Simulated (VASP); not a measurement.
# SiC (F-43m) in VASP: single point with PBE

Aim: the single point of SiC with PBE.

Everything below comes from runs of VASP 6.6.1. Logs are shortened: lines on timing, memory, paths and dates and some standing lists are left out, and cuts for length are marked.

## Step 1: The cell of the first run

It takes space group F-43m (No. 216, cubic). The conventional cell has a = 4.380 Å, b = 4.380 Å, c = 4.380 Å, α = 90.00°, β = 90.00°, γ = 90.00°. Within 2.5 Å of Si (site symmetry -43m) lie 4 C at 1.90 Å. Within 2.5 Å of C (site symmetry -43m) lie 4 Si at 1.90 Å.

## Step 2: Single point, PBE

INCAR reads:

```
SYSTEM = SiC
ALGO     = Normal         ! electronic algorithm
EDIFF    = 1E-6           ! SCF threshold, eV
ENCUT    = 600            ! plane-wave cutoff, eV
GGA      = PE             ! functional
GGA_COMPAT= .False.      
ISIF     = 2              ! what is computed and relaxed
ISMEAR   = 0              ! smearing method
LASPH    = .True.         ! aspherical terms in the spheres
LCHARG   = .False.        ! write CHGCAR
LREAL    = .False.        ! projectors in reciprocal space
LWAVE    = .False.        ! write WAVECAR
NBANDS   = 11             ! bands
NELM     = 120            ! most SCF steps
PREC     = Accurate       ! precision mode
SIGMA    = 0.01           ! smearing width, eV
```

KPOINTS reads:

```
k-points
0
Gamma
  6 6 6
  0 0 0
```

POSCAR reads:

```
SiC
1.0
    0.0000000000      2.1900000000      2.1900000000
    2.1900000000      0.0000000000      2.1900000000
    2.1900000000      2.1900000000      0.0000000000
Si C
1 1
Direct
    0.0000000000      0.0000000000      0.0000000000
    0.2500000000      0.2500000000      0.2500000000
```

Potentials or basis: VASP PAW PBE potentials, release 64 (Si, C).

Command:

```sh
$ cat potpaw_PBE.64/Si/POTCAR potpaw_PBE.64/C/POTCAR > POTCAR
$ mpirun -np 1 vasp_std > vasp.out
```

OUTCAR:

```text
SYSTEM = SiC
   EDIFF = 1E-6
   ENCUT = 600
   GGA = PE
   ISIF = 2
   ISMEAR = 0
   LASPH = .True.
   LREAL = .False.
   NELM = 120
   PREC = Accurate

 ion  position               nearest neighbor table
   1  0.000  0.000  0.000-   2 1.90   2 1.90   2 1.90   2 1.90
   2  0.250  0.250  0.250-   1 1.90   1 1.90   1 1.90   1 1.90

  LATTYP: Found a face centered cubic cell.
 ALAT       =     4.3800000000

  Lattice vectors:

 A1 = (   0.0000000000,   2.1900000000,   2.1900000000)
 A2 = (   2.1900000000,   0.0000000000,   2.1900000000)
 A3 = (   2.1900000000,   2.1900000000,   0.0000000000)

Analysis of symmetry for initial positions (statically):
=====================================================================
 Subroutine PRICEL returns:
 Original cell was already a primitive cell.

 Routine SETGRP: Setting up the symmetry group for a
 face centered cubic supercell.

 Subroutine GETGRP returns: Found 24 space group operations
 (whereof 24 operations were pure point group operations)
 out of a pool of 48 trial point group operations.

The static configuration has the point symmetry T_d .

Analysis of symmetry for dynamics (positions and initial velocities):
=====================================================================
 Subroutine PRICEL returns:
 Original cell was already a primitive cell.

 Routine SETGRP: Setting up the symmetry group for a
 face centered cubic supercell.

 Subroutine GETGRP returns: Found 24 space group operations
 (whereof 24 operations were pure point group operations)
 out of a pool of 48 trial point group operations.

The dynamic configuration has the point symmetry T_d .

 Subroutine INISYM returns: Found 24 space group operations
 (whereof 24 operations are pure point group operations),
 and found     1 'primitive' translations

----------------------------------------------------------------------------------------

                                     Primitive cell

  volume of cell :      21.0069

  direct lattice vectors                    reciprocal lattice vectors
     0.000000000  2.190000000  2.190000000    -0.228310502  0.228310502  0.228310502
     2.190000000  0.000000000  2.190000000     0.228310502 -0.228310502  0.228310502
     2.190000000  2.190000000  0.000000000     0.228310502  0.228310502 -0.228310502

  length of vectors
     3.097127702  3.097127702  3.097127702     0.395445390  0.395445390  0.395445390

  position of ions in fractional coordinates (direct lattice)
     0.000000000  0.000000000  0.000000000
     0.250000000  0.250000000  0.250000000

  ion indices of the primitive-cell ions
   primitive index   ion index
                 1           1
                 2           2

----------------------------------------------------------------------------------------

 KPOINTS: k-points

Automatic generation of k-mesh.
 Grid dimensions read from file:
 generate k-points for:    6    6    6

 Generating k-lattice:

  Cartesian coordinates                     Fractional coordinates (reciprocal lattice)
    -0.038051750  0.038051750  0.038051750     0.166666667  0.000000000  0.000000000
     0.038051750 -0.038051750  0.038051750     0.000000000  0.166666667  0.000000000
     0.038051750  0.038051750 -0.038051750     0.000000000  0.000000000  0.166666667

  Length of vectors
     0.065907565  0.065907565  0.065907565

  Shift w.r.t. Gamma in fractional coordinates (k-lattice)
     0.000000000  0.000000000  0.000000000

 Subroutine IBZKPT returns following result:
 ===========================================

 Found     16 irreducible k-points:

 Following reciprocal coordinates:
            Coordinates               Weight
  0.000000  0.000000  0.000000      1.000000
  0.166667  0.000000  0.000000      8.000000
  0.333333  0.000000  0.000000      8.000000
  0.500000  0.000000  0.000000      4.000000
  0.166667  0.166667  0.000000      6.000000
  0.333333  0.166667  0.000000     24.000000
[... 8 lines left out ...]
 -0.333333  0.333333  0.166667     24.000000
 -0.333333  0.500000  0.166667     12.000000
   k-points           NKPTS =     16   k-points in BZ     NKDIM =     16   number of bands    NBANDS=     11
   number of dos      NEDOS =    301   number of ions     NIONS =      2
   total plane-waves  NPLWV =  21952
   dimension x,y,z NGX =    28 NGY =   28 NGZ =   28
   dimension x,y,z NGXF=    56 NGYF=   56 NGZF=   56
   ions per type =               1   1
   NGX,Y,Z   is equivalent  to a cutoff of  15.03, 15.03, 15.03 a.u.
   NGXF,Y,Z  is equivalent  to a cutoff of  30.06, 30.06, 30.06 a.u.
 SYSTEM =  SiC
   PREC   = accura    normal or accurate (medium, high low for compatibility)
   ISTART =      0    job   : 0-new  1-cont  2-samecut
   ICHARG =      2    charge: 1-file 2-atom 10-const
   ISPIN  =      1    spin polarized calculation?
   LNONCOLLINEAR =      F non collinear calculations
   LSORBIT =      F    spin-orbit coupling
   LASPH  =      T    aspherical Exc in radial PAW
   ENCUT  =  600.0 eV  44.10 Ry    6.64 a.u.   6.19  6.19  6.19*2*pi/ulx,y,z
   NELM   =    120;   NELMIN=  2; NELMDL= -5     # of ELM steps
   EDIFF  = 0.1E-05   stopping-criterion for ELM
   LREAL  =      F    real-space projection
   EDIFFG = 0.1E-04   stopping-criterion for IOM
   NSW    =      0    number of steps for IOM
   IBRION =     -1    ionic relax: 0-MD 1-quasi-New 2-CG
   NFREE  =      0    steps in history (QN), initial steepest desc. (CG)
   ISIF   =      2    stress and relaxation
   ISYM   =      2    0-nonsym 1-usesym 2-fastsym
   POTIM  = 0.5000    time-step for ionic-motion
   TEBEG  =    0.0;   TEEND  =   0.0 temperature during run
   PSTRESS=    0.0 pullay stress
   NELECT =       8.0000    total number of electrons
   NUPDOWN=      -1.0000    fix difference up-down
   EMIN   =  10.00;   EMAX   =-10.00  energy-range for DOS
   EFERMI =   0.00;   METHOD = LEGACY
   ISMEAR =     0;   SIGMA  =   0.01  broadening in eV -4-tet -1-fermi 0-gaus
   EFERMI_NEDOS =   21; number of points for ismear=-14 and -15
   IALGO  =     38    algorithm
   IMIX   =      4    mixing-type and parameters
     AMIX     =   0.40;   BMIX     =  1.00
     AMIX_MAG =   1.60;   BMIX_MAG =  1.00
  volume/ion in A,a.u.               =      10.50        70.88
  Fermi-wavevector in a.u.,A,eV,Ry     =   1.186636  2.242416 19.158419  1.408104
  Thomas-Fermi vector in A             =   2.322804
   LORBIT       =      0    0 simple, 1 ext, 2 COOP (PROOUT), +10 PAW based schemes
   GGA     = PE    functional components
   LHFCALC =     F    Hartree Fock is set to
   AEXX    =    0.0000 exact exchange contribution
   IVDW    =     0    specifies the selected vdW correction
   LEPSILON=     F    determine dielectric tensor
   LRPA    =     F    only Hartree local field effects (RPA)
 non-spin polarized calculation
 Gauss-broadening in eV      SIGMA  =   0.01
  energy-cutoff  :      600.00
  volume of cell :       21.01
 maximum number of plane-waves:       725
 NGX is ok and might be reduce to    28
   NGX = 13   NGY = 13   NGZ = 13

 number of electron       8.0000000 magnetization

 Free energy of the ion-electron system (eV)
  ---------------------------------------------------
  ext. energy  EPLUGINS =         0.00000000
  ---------------------------------------------------
  free energy    TOTEN  =       -15.05159159 eV

  energy without entropy =      -15.05159159  energy(sigma->0) =      -15.05159159

 E-fermi :   8.0677     XC(G=0): -11.2883

 val. band max:        7.9451347520   @ k =   0.0000   0.0000   0.0000
 cond. band min:       9.3103274772   @ k =   0.5000   0.5000   0.0000
 fundamental gap:      1.3651927253
 Fermi energy:         8.0676680199

 k-point     1 :       0.0000    0.0000    0.0000
  band No.  band energies     occupation
      1      -7.3433      2.00000
      2       7.9451      2.00000
      3       7.9451      2.00000
      4       7.9451      2.00000
      5      14.0005      0.00000
      6      15.1426      0.00000
      7      15.1426      0.00000
      8      15.1426      0.00000
      9      22.3582      0.00000
     10      22.3582      0.00000
     11      24.1873      0.00000

 k-point     2 :       0.1667    0.0000    0.0000
  band No.  band energies     occupation
      1      -6.8104      2.00000
      2       5.5835      2.00000
      3       7.6162      2.00000
      4       7.6162      2.00000
      5      14.1476      0.00000
      6      15.6590      0.00000
      7      15.6590      0.00000
      8      16.1562      0.00000
      9      20.8438      0.00000
     10      20.8438      0.00000
     11      23.4863      0.00000

 k-point     3 :       0.3333    0.0000    0.0000
  band No.  band energies     occupation
      1      -5.3039      2.00000
      2       1.8149      2.00000
      3       7.1040      2.00000
      4       7.1040      2.00000
      5      13.4933      0.00000
      6      15.5067      0.00000
      7      15.5067      0.00000
      8      17.7508      0.00000
      9      22.1123      0.00000
     10      22.1123      0.00000
     11      23.0470      0.00000

 k-point     4 :       0.5000    0.0000    0.0000
  band No.  band energies     occupation
      1      -3.8314      2.00000
      2      -0.5107      2.00000
      3       6.8961      2.00000
      4       6.8961      2.00000
      5      13.2392      0.00000
      6      15.1053      0.00000
      7      15.1053      0.00000
      8      17.9128      0.00000
      9      23.9600      0.00000
     10      25.0161      0.00000
     11      25.0161      0.00000
[... 127 lines left out ...]
 k-point    14 :       0.5000    0.3333    0.1667
  band No.  band energies     occupation
      1      -4.0376      2.00000
      2       2.0166      2.00000
      3       3.8837      2.00000
      4       5.5485      2.00000
      5      12.8094      0.00000
      6      15.5982      0.00000
      7      16.4011      0.00000
      8      19.4800      0.00000
      9      21.1083      0.00000
     10      24.5854      0.00000
     11      28.3300      0.00000

 k-point    15 :      -0.3333    0.3333    0.1667
  band No.  band energies     occupation
      1      -2.7618      2.00000
      2       0.6215      2.00000
      3       3.2732      2.00000
      4       4.8590      2.00000
      5      13.0385      0.00000
      6      15.7239      0.00000
      7      18.1040      0.00000
      8      19.1431      0.00000
      9      20.6787      0.00000
     10      24.2638      0.00000
     11      28.8553      0.00000

 k-point    16 :      -0.3333    0.5000    0.1667
  band No.  band energies     occupation
      1      -2.2309      2.00000
      2       0.6885      2.00000
      3       3.4913      2.00000
      4       3.6137      2.00000
      5      11.9184      0.00000
      6      14.9459      0.00000
      7      18.6427      0.00000
      8      20.0009      0.00000
      9      21.9447      0.00000
     10      25.5036      0.00000
     11      28.8176      0.00000

------------------------ aborting loop because EDIFF is reached ----------------------------------------

  FORCE on cell =-STRESS in cart. coord.  units (eV):
  Direction    XX          YY          ZZ          XY          YZ          ZX
  --------------------------------------------------------------------------------------
  -------------------------------------------------------------------------------------
  Total       -0.0241251     -0.0241251     -0.0241251      0.0000000     -0.0000000     -0.0000000
  in kB       -1.8399956     -1.8399956     -1.8399956      0.0000000     -0.0000000     -0.0000000
  external PRESSURE =      -1.8399956 kB  Pullay stress =       0.0000000 kB

 VOLUME and BASIS-vectors are now :
 -----------------------------------------------------------------------------
  energy-cutoff  :      600.00
  volume of cell :       21.01
      direct lattice vectors                 reciprocal lattice vectors
     0.000000000  2.190000000  2.190000000    -0.228310502  0.228310502  0.228310502
     2.190000000  0.000000000  2.190000000     0.228310502 -0.228310502  0.228310502
     2.190000000  2.190000000  0.000000000     0.228310502  0.228310502 -0.228310502

 POSITION                                       TOTAL-FORCE (eV/Angst)
 -----------------------------------------------------------------------------------
      0.00000      0.00000      0.00000        -0.000000     -0.000000     -0.000000
      1.09500      1.09500      1.09500         0.000000      0.000000      0.000000
 -----------------------------------------------------------------------------------
    total drift:                               -0.000000     -0.000000     -0.000000

  FREE ENERGIE OF THE ION-ELECTRON SYSTEM (eV)
  ---------------------------------------------------
  free  energy   TOTEN  =       -15.0515915906 eV

  energy  without entropy=      -15.0515915906  energy(sigma->0) =      -15.05159159
```

It took 4 s on 1 thread of Intel Xeon 6975P-C (Granite Rapids), shared host; peak memory 0.14 GiB.

Results:

* Free energy: -15.0516 eV
* Pressure: -0.2 GPa
* Band gap on the k mesh: 1.37 eV, indirect (least direct gap 4.52 eV)

Levels at points of the mesh, in eV from the valence-band top:
```csv
k point,band 1,band 2,band 3,band 4,band 5,band 6,band 7,band 8,band 9
"(0.00, 0.00, 0.00)",-15.29,0.00,0.00,0.00,6.06,7.20,7.20,7.20,14.41
"(0.50, 0.00, 0.00)",-11.78,-8.46,-1.05,-1.05,5.29,7.16,7.16,9.97,16.01
"(0.50, 0.50, 0.00)",-10.34,-7.75,-3.16,-3.16,1.37,4.26,13.86,13.86,14.59
```
